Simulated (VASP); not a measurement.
# NaF (Immm) in VASP: further runs

Runs on NaF. Level: PBEsol. Tasks: single point.

Everything below comes from runs of VASP 6.6.1. Logs are shortened: lines on timing, memory, paths and dates and some standing lists are left out, and cuts for length are marked.

## (1) The cell of the first run

It takes space group Immm (No. 71, orthorhombic). Conventional cell: a = 3.248 Å, b = 3.314 Å, c = 4.640 Å, α = 90.00°, β = 90.00°, γ = 90.00°. Within 3.1 Å of Na (site symmetry mmm) lie 6 F at 2.32 Å. Within 3.1 Å of F (site symmetry mmm) lie 6 Na at 2.32 Å.

## (2) Single point, PBEsol

INCAR

```
SYSTEM = NaF
PREC     = Accurate       ! precision mode
ENCUT    = 600            ! plane-wave cutoff, eV
EDIFF    = 1E-6           ! SCF threshold, eV
ISMEAR   = -1             ! smearing method
SIGMA    = 0.05           ! smearing width, eV
LREAL    = .False.        ! projectors in reciprocal space
LASPH    = .True.         ! aspherical terms in the spheres
NELM     = 120            ! most SCF steps
ALGO     = Normal         ! electronic algorithm
ISIF     = 2              ! what is computed and relaxed
LWAVE    = .False.        ! write WAVECAR
LCHARG   = .False.        ! write CHGCAR
GGA      = PS             ! functional
NBANDS   = 14             ! bands
GGA_COMPAT= .False.
```

KPOINTS

```
Automatic mesh
0
Gamma
  8 8 8
  0 0 0
```

POSCAR

```
NaF
1.0
   -0.0232000000      2.3200000000      2.3200000000
    2.3200000000     -0.0232000000      2.3200000000
    2.2968000000      2.2968000000      0.0000000000
Na F
1 1
Direct
    0.0000000000      0.0000000000      0.0000000000
    0.5000000000      0.5000000000      0.5000000000
```

Potentials or basis: VASP PAW PBE potentials, release 64 (Na_pv, F).

Run with:

```
$ cat potpaw_PBE.64/Na_pv/POTCAR potpaw_PBE.64/F/POTCAR > POTCAR
$ mpirun -np 1 vasp_std > vasp.out
```

OUTCAR:

```text
SYSTEM = NaF
   PREC = Accurate
   ENCUT = 600
   EDIFF = 1E-6
   ISMEAR = -1
   LREAL = .False.
   LASPH = .True.
   NELM = 120
   ISIF = 2
   GGA = PS

 ion  position               nearest neighbor table
   1  0.000  0.000  0.000-   2 2.32   2 2.32   2 2.32   2 2.32   2 2.32   2 2.32
   2  0.500  0.500  0.500-   1 2.32   1 2.32   1 2.32   1 2.32   1 2.32   1 2.32

  LATTYP: Found a body centered orthorhombic cell.
 ALAT       =     3.2481657101
 B/A-ratio  =     1.0202020202
 C/A-ratio  =     1.4284985479

  Lattice vectors:

 A1 = (   0.0232000000,  -2.3200000000,  -2.3200000000)
 A2 = (  -0.0232000000,   2.3200000000,  -2.3200000000)
 A3 = (   2.3200000000,  -0.0232000000,   2.3200000000)

Analysis of symmetry for initial positions (statically):
=====================================================================
 Subroutine PRICEL returns:
 Original cell was already a primitive cell.

 Routine SETGRP: Setting up the symmetry group for a
 body centered orthorhombic supercell.

 Subroutine GETGRP returns: Found  8 space group operations
 (whereof  8 operations were pure point group operations)
 out of a pool of  8 trial point group operations.

The static configuration has the point symmetry D_2h.

Analysis of symmetry for dynamics (positions and initial velocities):
=====================================================================
 Subroutine PRICEL returns:
 Original cell was already a primitive cell.

 Routine SETGRP: Setting up the symmetry group for a
 body centered orthorhombic supercell.

 Subroutine GETGRP returns: Found  8 space group operations
 (whereof  8 operations were pure point group operations)
 out of a pool of  8 trial point group operations.

The dynamic configuration has the point symmetry D_2h.

 Subroutine INISYM returns: Found  8 space group operations
 (whereof  8 operations are pure point group operations),
 and found     1 'primitive' translations

----------------------------------------------------------------------------------------

                                     Primitive cell

  volume of cell :      24.9718

  direct lattice vectors                    reciprocal lattice vectors
    -0.023200000  2.320000000  2.320000000    -0.213383407  0.213383407  0.215517241
     2.320000000 -0.023200000  2.320000000     0.213383407 -0.213383407  0.215517241
     2.296800000  2.296800000  0.000000000     0.217694183  0.217694183 -0.215517241

  length of vectors
     3.281057488  3.281057488  3.248165710     0.370826966  0.370826966  0.375804731

  position of ions in fractional coordinates (direct lattice)
     0.000000000  0.000000000  0.000000000
     0.500000000  0.500000000  0.500000000

  ion indices of the primitive-cell ions
   primitive index   ion index
                 1           1
                 2           2

----------------------------------------------------------------------------------------

 KPOINTS: Automatic mesh

Automatic generation of k-mesh.
 Grid dimensions read from file:
 generate k-points for:    8    8    8

 Generating k-lattice:

  Cartesian coordinates                     Fractional coordinates (reciprocal lattice)
    -0.026672926  0.026672926  0.026939655     0.125000000  0.000000000  0.000000000
     0.026672926 -0.026672926  0.026939655     0.000000000  0.125000000  0.000000000
     0.027211773  0.027211773 -0.026939655     0.000000000  0.000000000  0.125000000

  Length of vectors
     0.046353371  0.046353371  0.046975591

  Shift w.r.t. Gamma in fractional coordinates (k-lattice)
     0.000000000  0.000000000  0.000000000

 Subroutine IBZKPT returns following result:
 ===========================================

 Found     95 irreducible k-points:

 Following reciprocal coordinates:
            Coordinates               Weight
  0.000000  0.000000  0.000000      1.000000
  0.125000  0.000000  0.000000      4.000000
  0.250000  0.000000  0.000000      4.000000
  0.375000  0.000000  0.000000      4.000000
  0.500000  0.000000  0.000000      2.000000
  0.125000  0.125000  0.000000      2.000000
[... 16 lines left out ...]
  0.125000  0.000000  0.125000      4.000000
  0.250000  0.000000  0.125000      8.000000
 [... further k-points ...]
   k-points           NKPTS =     95   k-points in BZ     NKDIM =     95   number of bands    NBANDS=     14
   number of dos      NEDOS =    301   number of ions     NIONS =      2
   total plane-waves  NPLWV =  21952
   dimension x,y,z NGX =    28 NGY =   28 NGZ =   28
   dimension x,y,z NGXF=    56 NGYF=   56 NGZF=   56
   ions per type =               1   1
   NGX,Y,Z   is equivalent  to a cutoff of  14.19, 14.19, 14.33 a.u.
   NGXF,Y,Z  is equivalent  to a cutoff of  28.37, 28.37, 28.66 a.u.
 SYSTEM =  NaF
   PREC   = accura    normal or accurate (medium, high low for compatibility)
   ISTART =      0    job   : 0-new  1-cont  2-samecut
   ICHARG =      2    charge: 1-file 2-atom 10-const
   ISPIN  =      1    spin polarized calculation?
   LNONCOLLINEAR =      F non collinear calculations
   LSORBIT =      F    spin-orbit coupling
   LASPH  =      T    aspherical Exc in radial PAW
   ENCUT  =  600.0 eV  44.10 Ry    6.64 a.u.   6.55  6.55  6.49*2*pi/ulx,y,z
   NELM   =    120;   NELMIN=  2; NELMDL= -5     # of ELM steps
   EDIFF  = 0.1E-05   stopping-criterion for ELM
   LREAL  =      F    real-space projection
   EDIFFG = 0.1E-04   stopping-criterion for IOM
   NSW    =      0    number of steps for IOM
   IBRION =     -1    ionic relax: 0-MD 1-quasi-New 2-CG
   NFREE  =      0    steps in history (QN), initial steepest desc. (CG)
   ISIF   =      2    stress and relaxation
   ISYM   =      2    0-nonsym 1-usesym 2-fastsym
   POTIM  = 0.5000    time-step for ionic-motion
   TEBEG  =    0.0;   TEEND  =   0.0 temperature during run
   PSTRESS=    0.0 pullay stress
   NELECT =      14.0000    total number of electrons
   NUPDOWN=      -1.0000    fix difference up-down
   EMIN   =  10.00;   EMAX   =-10.00  energy-range for DOS
   EFERMI =   0.00;   METHOD = LEGACY
   ISMEAR =    -1;   SIGMA  =   0.05  broadening in eV -4-tet -1-fermi 0-gaus
   EFERMI_NEDOS =   21; number of points for ismear=-14 and -15
   IALGO  =     38    algorithm
   IMIX   =      4    mixing-type and parameters
     AMIX     =   0.40;   BMIX     =  1.00
     AMIX_MAG =   1.60;   BMIX_MAG =  1.00
  volume/ion in A,a.u.               =      12.49        84.26
  Fermi-wavevector in a.u.,A,eV,Ry     =   1.349897  2.550936 24.792839  1.822222
  Thomas-Fermi vector in A             =   2.477446
   LORBIT       =      0    0 simple, 1 ext, 2 COOP (PROOUT), +10 PAW based schemes
   GGA     = PS    functional components
   LHFCALC =     F    Hartree Fock is set to
   AEXX    =    0.0000 exact exchange contribution
   IVDW    =     0    specifies the selected vdW correction
   LEPSILON=     F    determine dielectric tensor
   LRPA    =     F    only Hartree local field effects (RPA)
 non-spin polarized calculation
  energy-cutoff  :      600.00
  volume of cell :       24.97
 maximum number of plane-waves:       869
 NGX is ok and might be reduce to    28
   NGX = 13   NGY = 13   NGZ = 13

 number of electron      14.0000006 magnetization

 Free energy of the ion-electron system (eV)
  ---------------------------------------------------
  ext. energy  EPLUGINS =         0.00000000
  ---------------------------------------------------
  free energy    TOTEN  =        -8.76981466 eV

  energy without entropy =       -8.76981466  energy(sigma->0) =       -8.76981466

 E-fermi :  -1.0891     XC(G=0):  -9.3151

 val. band max:       -2.1663981843   @ k =   0.0000   0.0000   0.0000
 cond. band min:       3.9470698325   @ k =   0.0000   0.0000   0.0000
 fundamental gap:      6.1134680168
 Fermi energy:        -1.0890787769

 k-point     1 :       0.0000    0.0000    0.0000
  band No.  band energies     occupation
      1     -21.2451      2.00000
      2     -20.9764      2.00000
      3     -20.9751      2.00000
      4     -20.9737      2.00000
      5      -2.2203      2.00000
      6      -2.1945      2.00000
      7      -2.1664      2.00000
      8       3.9471      0.00000
      9      16.3802      0.00000
     10      16.6268      0.00000
     11      16.8729      0.00000
     12      19.2945      0.00000
     13      21.6831      0.00000
     14      21.6893      0.00000

 k-point     2 :       0.1250    0.0000    0.0000
  band No.  band energies     occupation
      1     -21.4361      2.00000
      2     -20.9782      2.00000
      3     -20.9761      2.00000
      4     -20.7627      2.00000
      5      -2.5105      2.00000
      6      -2.2394      2.00000
      7      -2.2036      2.00000
      8       4.4904      0.00000
      9      14.7465      0.00000
     10      16.7872      0.00000
     11      17.1049      0.00000
     12      21.0704      0.00000
     13      21.1672      0.00000
     14      21.2350      0.00000

 k-point     3 :       0.2500    0.0000    0.0000
  band No.  band energies     occupation
      1     -21.6619      2.00000
      2     -20.9827      2.00000
      3     -20.9798      2.00000
      4     -20.4871      2.00000
      5      -3.1160      2.00000
      6      -2.3267      2.00000
      7      -2.2925      2.00000
      8       5.7976      0.00000
      9      12.6831      0.00000
     10      17.3277      0.00000
     11      17.6115      0.00000
     12      20.3872      0.00000
     13      20.5634      0.00000
     14      21.9938      0.00000

 k-point     4 :       0.3750    0.0000    0.0000
  band No.  band energies     occupation
      1     -21.8107      2.00000
      2     -20.9872      2.00000
      3     -20.9835      2.00000
      4     -20.2876      2.00000
      5      -3.6220      2.00000
      6      -2.4123      2.00000
      7      -2.3799      2.00000
      8       7.3492      0.00000
      9      11.0207      0.00000
     10      17.6976      0.00000
     11      17.9190      0.00000
     12      20.2986      0.00000
     13      20.5701      0.00000
     14      21.6011      0.00000

 k-point     5 :       0.5000    0.0000    0.0000
  band No.  band energies     occupation
      1     -21.8621      2.00000
      2     -20.9890      2.00000
      3     -20.9850      2.00000
      4     -20.2150      2.00000
      5      -3.8119      2.00000
      6      -2.4473      2.00000
      7      -2.4156      2.00000
      8       8.3846      0.00000
      9      10.0249      0.00000
     10      17.7608      0.00000
     11      17.9583      0.00000
[... 276 lines left out ...]
 k-point    22 :       0.0000    0.0000    0.1250
  band No.  band energies     occupation
      1     -21.4329      2.00000
      2     -20.9776      2.00000
      3     -20.9754      2.00000
      4     -20.7671      2.00000
      5      -2.4801      2.00000
      6      -2.2594      2.00000
      7      -2.2248      2.00000
      8       4.5023      0.00000
      9      14.9410      0.00000
     10      16.6219      0.00000
     11      16.9443      0.00000
     12      21.0413      0.00000
     13      21.0930      0.00000
     14      21.2662      0.00000

 k-point    23 :       0.1250    0.0000    0.1250
  band No.  band energies     occupation
      1     -21.4481      2.00000
      2     -20.9829      2.00000
      3     -20.9828      2.00000
      4     -20.7368      2.00000
      5      -2.5448      2.00000
      6      -2.2600      2.00000
      7      -2.2577      2.00000
      8       4.6689      0.00000
      9      14.6463      0.00000
     10      16.7563      0.00000
     11      16.7649      0.00000
     12      19.8445      0.00000
     13      22.0889      0.00000
     14      22.1241      0.00000

 k-point    24 :       0.2500    0.0000    0.1250
  band No.  band energies     occupation
      1     -21.5915      2.00000
      2     -20.9901      2.00000
      3     -20.9883      2.00000
      4     -20.5549      2.00000
      5      -2.9799      2.00000
      6      -2.3475      2.00000
      7      -2.3274      2.00000
      8       5.6993      0.00000
      9      13.0597      0.00000
     10      16.9863      0.00000
     11      17.1611      0.00000
     12      18.7344      0.00000
     13      22.0264      0.00000
     14      23.6500      0.00000

 [... further k-points ...]

------------------------ aborting loop because EDIFF is reached ----------------------------------------

  FORCE on cell =-STRESS in cart. coord.  units (eV):
  Direction    XX          YY          ZZ          XY          YZ          ZX
  --------------------------------------------------------------------------------------
  -------------------------------------------------------------------------------------
  Total       -0.0779247     -0.0779247     -0.0803072      0.0842538      0.0000000      0.0000000
  in kB       -4.9995981     -4.9995981     -5.1524570      5.4056708      0.0000000      0.0000000
  external PRESSURE =      -5.0505511 kB  Pullay stress =       0.0000000 kB

 VOLUME and BASIS-vectors are now :
 -----------------------------------------------------------------------------
  energy-cutoff  :      600.00
  volume of cell :       24.97
      direct lattice vectors                 reciprocal lattice vectors
    -0.023200000  2.320000000  2.320000000    -0.213383407  0.213383407  0.215517241
     2.320000000 -0.023200000  2.320000000     0.213383407 -0.213383407  0.215517241
     2.296800000  2.296800000  0.000000000     0.217694183  0.217694183 -0.215517241

 POSITION                                       TOTAL-FORCE (eV/Angst)
 -----------------------------------------------------------------------------------
      0.00000      0.00000      0.00000         0.000000      0.000000      0.000000
      2.29680      2.29680      2.32000        -0.000000     -0.000000     -0.000000
 -----------------------------------------------------------------------------------
    total drift:                                0.000000      0.000000      0.000000

  FREE ENERGIE OF THE ION-ELECTRON SYSTEM (eV)
  ---------------------------------------------------
  free  energy   TOTEN  =        -8.7698146584 eV

  energy  without entropy=       -8.7698146583  energy(sigma->0) =       -8.76981466
```

Run time: 50 s. Hardware: 1 thread of Intel Xeon 8259CL, shared host; peak memory 0.17 GiB.

Results:

- Free energy: -8.7698 eV
- Pressure: -0.5 GPa
- Band gap on the k mesh: 6.11 eV

Levels at points of the mesh, in eV from the valence-band top:
| k point | band 4 | band 5 | band 6 | band 7 | band 8 | band 9 | band 10 | band 11 |
| --- | --- | --- | --- | --- | --- | --- | --- | --- |
| (0.00, 0.00, 0.00) | -18.81 | -0.05 | -0.03 | 0.00 | 6.11 | 18.55 | 18.79 | 19.04 |
| (0.50, 0.00, 0.00) | -18.05 | -1.65 | -0.28 | -0.25 | 10.55 | 12.19 | 19.93 | 20.12 |
| (0.50, 0.50, 0.00) | -18.82 | -1.32 | -0.48 | -0.39 | 12.92 | 13.03 | 13.50 | 19.32 |
| (0.00, 0.00, 0.50) | -18.06 | -1.63 | -0.31 | -0.29 | 10.56 | 12.36 | 19.71 | 19.90 |
| (0.50, 0.00, 0.50) | -18.82 | -1.32 | -0.44 | -0.44 | 12.92 | 13.06 | 13.47 | 19.56 |

Caveat: the PAW data sets were made with another functional, which shifts forces and pressure a little.

## (3) Single point, PBEsol

INCAR

```
ALGO = Normal
EDIFF = 1E-6
ENCUT = 600
GGA = PS
GGA_COMPAT = False
ISIF = 2
ISMEAR = -1
LASPH = True
LCHARG = True
LELF = True
LREAL = False
LVHAR = True
LWAVE = False
NBANDS = 14
NELM = 120
PREC = Accurate
SIGMA = 0.05
```

KPOINTS

```
k-points
0
Gamma
  8 8 8
```

POSCAR

```
NaF
1.0
   -0.0116000000      2.3200000000      2.3200000000
    2.3200000000     -0.0116000000      2.3200000000
    2.3084000000      2.3084000000      0.0000000000
Na F
1 1
Direct
    0.0000000000      0.0000000000      0.0000000000
    0.5000000000      0.5000000000      0.5000000000
```

Potentials or basis: VASP PAW PBE potentials, release 64 (Na_pv, F).

Run with:

```
$ cat potpaw_PBE.64/Na_pv/POTCAR potpaw_PBE.64/F/POTCAR > POTCAR
$ mpirun -np 1 vasp_std > vasp.out
```

Wall time 79 s (1 thread of Intel Xeon 8259CL, shared host); peak memory 0.17 GiB.

It converged, with:

```yaml
Free_energy: -8.7704 eV
Pressure: -0.5 GPa
Band_gap_on_the_k_mesh: 6.13 eV
```

Stress tensor (GPa, compression positive):
```
-0.50  0.27  0.00
 0.27 -0.50  0.00
 0.00  0.00 -0.51
```

Levels at points of the mesh, in eV from the valence-band top:
```
           k point  band 3  band 4  band 5  band 6  band 7  band 8  band 9  band 10  band 11  band 12
(0.00, 0.00, 0.00)  -18.79  -18.79   -0.03   -0.01    0.00    6.13   18.68    18.80    18.93    21.48
(0.50, 0.00, 0.00)  -18.80  -18.04   -1.63   -0.27   -0.25   10.57   12.25    19.93    20.03    22.68
(0.50, 0.50, 0.00)  -18.85  -18.81   -1.31   -0.44   -0.40   12.93   13.06    13.49    19.46    19.70
(0.00, 0.00, 0.50)  -18.80  -18.04   -1.62   -0.29   -0.27   10.57   12.33    19.83    19.92    22.65
(0.50, 0.00, 0.50)  -18.85  -18.81   -1.31   -0.42   -0.42   12.93   13.07    13.48    19.58    19.58
```

Caveat: the PAW data sets were made with another functional, which shifts forces and pressure a little.
